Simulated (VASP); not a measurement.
Here is a VASP 6.6.1 calculation.

File INCAR:

```
PREC = Accurate
ENCUT = 520
EDIFF = 1E-6
ISMEAR = 0
SIGMA = 0.05
LREAL = F
LASPH = T
NELM = 100
ALGO = Normal
ISIF = 2
LWAVE = F
LCHARG = T
GGA = PS
LELF = T
LVHAR = T
NBANDS = 16
```

The input KPOINTS:

```
regular mesh
0
Gamma
  10 10 10
```

POSCAR

```
GaP
1.0
    0.0000000000      2.7252500963      2.7252500963
    2.7252500963      0.0000000000      2.7252500963
    2.7252500963      2.7252500963      0.0000000000
Ga P
1 1
Direct
    0.0000000000      0.0000000000      0.0000000000
    0.7500000000      0.7500000000      0.7500000000
```

Potentials or basis: VASP PAW PBE potentials, release 64 (Ga_d, P).

Launch:

```console
$ cat potpaw_PBE.64/Ga_d/POTCAR potpaw_PBE.64/P/POTCAR > POTCAR
$ mpirun -np 1 vasp_std > vasp.out
```

Task: What does it give for the band gap on the k mesh?

Result: 1.48 eV, indirect (least direct gap 1.75 eV).

Task: Estimate the pressure.

Result: -0.6 GPa.

Caveat: the PAW data sets were made with another functional, which shifts forces and pressure a little. A k mesh can miss the band edges.
